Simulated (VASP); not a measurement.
**Si62Sb (a cell with a defect): relaxation of the atoms with PBE+D3(BJ)**

The system is Si62Sb (a cell with a defect).

```
CELL_PARAMETERS angstrom
10.86000 0.00000 0.00000
0.00000 10.86000 0.00000
0.00000 0.00000 10.86000
ATOMIC_POSITIONS crystal
Si 0.50000 0.00000 0.00000
Si 0.62500 0.12500 0.12500
Si 0.75000 0.25000 0.00000
Si 0.87500 0.37500 0.12500
Si 0.75000 0.00000 0.25000
Si 0.87500 0.12500 0.37500
Si 0.00000 0.00000 0.00000
Si 0.12500 0.12500 0.12500
Si 0.25000 0.25000 0.00000
Si 0.37500 0.37500 0.12500
Si 0.50000 0.50000 0.00000
Si 0.62500 0.62500 0.12500
Si 0.75000 0.75000 0.00000
Si 0.87500 0.87500 0.12500
Si 0.25000 0.00000 0.25000
Si 0.37500 0.12500 0.37500
Si 0.50000 0.25000 0.25000
Si 0.62500 0.37500 0.37500
Si 0.75000 0.50000 0.25000
Si 0.87500 0.62500 0.37500
Si 0.50000 0.00000 0.50000
Si 0.62500 0.12500 0.62500
Si 0.75000 0.25000 0.50000
Si 0.87500 0.37500 0.62500
Si 0.75000 0.00000 0.75000
Si 0.87500 0.12500 0.87500
Si 0.00000 0.50000 0.00000
Si 0.12500 0.62500 0.12500
Si 0.25000 0.75000 0.00000
Si 0.00000 0.25000 0.25000
Si 0.12500 0.37500 0.37500
Si 0.25000 0.50000 0.25000
Si 0.37500 0.62500 0.37500
Si 0.62500 0.87500 0.37500
Si 0.00000 0.00000 0.50000
Si 0.12500 0.12500 0.62500
Si 0.25000 0.25000 0.50000
Si 0.37500 0.37500 0.62500
Si 0.50000 0.50000 0.50000
Si 0.62500 0.62500 0.62500
Si 0.75000 0.75000 0.50000
Si 0.87500 0.87500 0.62500
Si 0.25000 0.00000 0.75000
Si 0.37500 0.12500 0.87500
Si 0.50000 0.25000 0.75000
Si 0.62500 0.37500 0.87500
Si 0.75000 0.50000 0.75000
Si 0.87500 0.62500 0.87500
Si 0.00000 0.75000 0.25000
Si 0.12500 0.87500 0.37500
Si 0.00000 0.50000 0.50000
Si 0.12500 0.62500 0.62500
Si 0.25000 0.75000 0.50000
Si 0.37500 0.87500 0.62500
Si 0.00000 0.25000 0.75000
Si 0.12500 0.37500 0.87500
Si 0.25000 0.50000 0.75000
Si 0.37500 0.62500 0.87500
Si 0.50000 0.75000 0.75000
Si 0.62500 0.87500 0.87500
Si 0.00000 0.75000 0.75000
Si 0.12500 0.87500 0.87500
Sb 0.50000 0.75000 0.25000
```

- Program: VASP 6.6.1
- Task: relaxation of the atoms
- Functional: PBE
- Dispersion: D3(BJ)
- Potentials or basis: VASP PAW PBE potentials, release 64 (Si, Sb)
- Cutoff: 520 eV
- k mesh: 1 × 1 × 1
- Occupations: fermi-dirac, width 0.05 eV
- Spin: no spin polarisation
- Dipole correction: no
- Charge: 1
- Further INCAR settings: LREAL = Auto; ALGO = Normal; EDIFF = 1e-06; IBRION = 2; EDIFFG = -0.03; NSW = 80; NELECT = 252.0

```json
{
  "Energy gained by relaxing": "18.3 meV/atom",
  "Ionic steps": "20",
  "Largest force after relaxing": "0.026 eV/Å",
  "Dispersion energy per atom": "-0.320 eV"
}
```

Forces on the atoms (eV/Å):
```
Si   0.022  0.009 -0.009
Si   0.010  0.000  0.013
Si  -0.002  0.000 -0.006
Si   0.002 -0.002 -0.013
Si  -0.006 -0.010  0.012
Si   0.002  0.001  0.000
Si  -0.008  0.000  0.000
Si   0.003 -0.003 -0.012
Si   0.000  0.008  0.000
Si   0.004  0.002  0.004
Si   0.012  0.006  0.010
Si   0.004 -0.004  0.004
Si  -0.006 -0.012  0.010
Si  -0.002 -0.004  0.004
Si  -0.009  0.009  0.022
Si   0.013  0.000  0.010
Si  -0.001  0.005 -0.001
Si  -0.005  0.008 -0.005
Si  -0.004  0.004 -0.017
Si  -0.008  0.005 -0.005
Si   0.012 -0.010 -0.006
Si   0.000  0.001  0.002
Si  -0.006  0.003 -0.006
Si   0.008 -0.008  0.008
Si  -0.002  0.006  0.000
Si   0.002  0.002 -0.002
Si   0.000  0.002 -0.006
Si   0.000 -0.010  0.013
Si  -0.009 -0.022 -0.009
Si   0.007 -0.007 -0.007
Si  -0.001 -0.002  0.000
Si   0.010  0.006  0.012
Si   0.004 -0.004  0.004
Si   0.004 -0.004  0.004
Si   0.000  0.006 -0.002
Si  -0.002  0.002  0.002
Si  -0.006  0.000 -0.002
Si  -0.013 -0.002  0.002
Si  -0.017  0.004 -0.004
Si  -0.005  0.005 -0.008
Si  -0.004  0.017 -0.004
Si   0.002  0.013  0.002
Si   0.000  0.000 -0.008
Si  -0.012 -0.003  0.003
Si  -0.007 -0.007  0.007
Si   0.000 -0.002 -0.001
Si  -0.006  0.006 -0.003
Si   0.002  0.000 -0.001
Si  -0.005  0.001 -0.001
Si   0.000 -0.013  0.010
Si  -0.003  0.006 -0.006
Si  -0.001  0.000  0.002
Si   0.010 -0.012 -0.006
Si   0.004 -0.004 -0.002
Si   0.005 -0.005  0.005
Si  -0.002 -0.002 -0.002
Si  -0.006  0.002  0.000
Si   0.013 -0.010  0.000
Si  -0.001  0.001 -0.005
Si   0.010 -0.013  0.000
Si   0.007  0.007  0.007
Si   0.003  0.012  0.003
Sb  -0.015  0.015 -0.015
```

Step by step:
| step | energy change (eV) | largest force (eV/Å) | pressure (GPa) |
| --- | --- | --- | --- |
| 1 | 0.0000 | 3.1234 | -0.45 |
| 2 | -0.9277 | 1.1889 | -0.78 |
| 3 | -0.9644 | 0.7552 | -0.82 |
| 4 | -1.0537 | 0.5491 | -0.87 |
| 5 | -1.0676 | 0.4292 | -0.90 |
| 6 | -1.1015 | 0.3038 | -0.94 |
| 7 | -1.1106 | 0.1671 | -0.96 |
| 8 | -1.1309 | 0.0930 | -0.99 |
| 9 | -1.1331 | 0.1277 | -1.01 |
| 10 | -1.1419 | 0.0646 | -1.03 |
| 11 | -1.1424 | 0.0669 | -1.04 |
| 12 | -1.1460 | 0.0419 | -1.04 |
| 13 | -1.1461 | 0.0495 | -1.04 |
| 14 | -1.1487 | 0.0369 | -1.04 |
| 15 | -1.1493 | 0.0460 | -1.03 |
| 16 | -1.1511 | 0.0410 | -1.02 |
| 17 | -1.1513 | 0.0413 | -1.02 |
| 18 | -1.1527 | 0.0339 | -1.01 |
| 19 | -1.1528 | 0.0353 | -1.00 |
| 20 | -1.1543 | 0.0261 | -0.99 |

Final structure:
```
Si Sb
1.0
    10.86000    0.00000    0.00000
     0.00000   10.86000    0.00000
     0.00000    0.00000   10.86000
Si Sb
62 1
Direct
  0.49957 0.00181 0.99819
  0.62363 0.12281 0.12688
  0.74917 0.24917 0.99959
  0.87548 0.37452 0.12595
  0.75158 0.00015 0.25035
  0.87616 0.12487 0.37521
  0.99943 0.99998 0.00002
  0.12545 0.12455 0.12364
  0.25002 0.25057 0.00002
  0.37534 0.37437 0.12534
  0.50035 0.49842 0.99985
  0.62976 0.62024 0.12078
  0.75158 0.74965 0.99985
  0.87563 0.87466 0.12534
  0.24819 0.00181 0.24957
  0.37688 0.12281 0.37363
  0.50055 0.25002 0.25055
  0.62595 0.37383 0.37595
  0.75066 0.49934 0.25224
  0.87617 0.62405 0.37595
  0.50035 0.00015 0.50158
  0.62521 0.12487 0.62616
  0.75061 0.24931 0.50061
  0.87537 0.37463 0.62537
  0.74917 0.00041 0.75083
  0.87487 0.12465 0.87535
  0.00083 0.50083 0.99959
  0.12719 0.62637 0.12688
  0.24819 0.75043 0.99819
  0.00008 0.24992 0.25038
  0.12512 0.37384 0.37521
  0.24985 0.49842 0.25035
  0.37078 0.62024 0.37976
  0.62976 0.87922 0.37976
  0.00083 0.00041 0.49917
  0.12535 0.12465 0.62487
  0.24959 0.24917 0.49917
  0.37595 0.37452 0.62548
  0.50224 0.49934 0.50066
  0.62595 0.62405 0.62617
  0.75066 0.74776 0.50066
  0.87548 0.87405 0.62548
  0.25002 0.99998 0.74943
  0.37364 0.12455 0.87545
  0.50038 0.24992 0.75008
  0.62521 0.37384 0.87513
  0.75061 0.49939 0.75069
  0.87616 0.62479 0.87513
  0.99998 0.74945 0.25055
  0.12719 0.87312 0.37363
  0.00069 0.49939 0.50061
  0.12512 0.62479 0.62616
  0.24985 0.74965 0.50158
  0.37534 0.87466 0.62563
  0.99991 0.25009 0.74991
  0.12535 0.37513 0.87535
  0.24959 0.50083 0.75083
  0.37688 0.62637 0.87719
  0.50055 0.74945 0.74998
  0.62363 0.87312 0.87719
  0.00008 0.74962 0.75008
  0.12545 0.87636 0.87545
  0.47433 0.77567 0.22433
```

Levels at points of the mesh, in eV from the Fermi level:
```csv
k point,band 122,band 123,band 124,band 125,band 126,band 127,band 128,band 129,band 130,band 131
"(0.00, 0.00, 0.00)",-1.56,-0.81,-0.79,-0.79,-0.12,0.17,0.17,0.28,0.28,0.29
```

Wall time 16 min on 4 MPI ranks on Intel(R) Xeon(R) Platinum 8259CL CPU @ 2.50GHz (Skylake/Cascade Lake), on a shared host, peak memory 0.44 GiB a rank.

Caveat: the k points lie up to 0.58 Å⁻¹ apart; the cell carries a net charge on a neutralising background, which shifts energy and pressure; the cell is charged against a uniform background, so pressure and absolute levels hang on convention; spin-orbit coupling is left out, which moves the levels of the heavy elements.
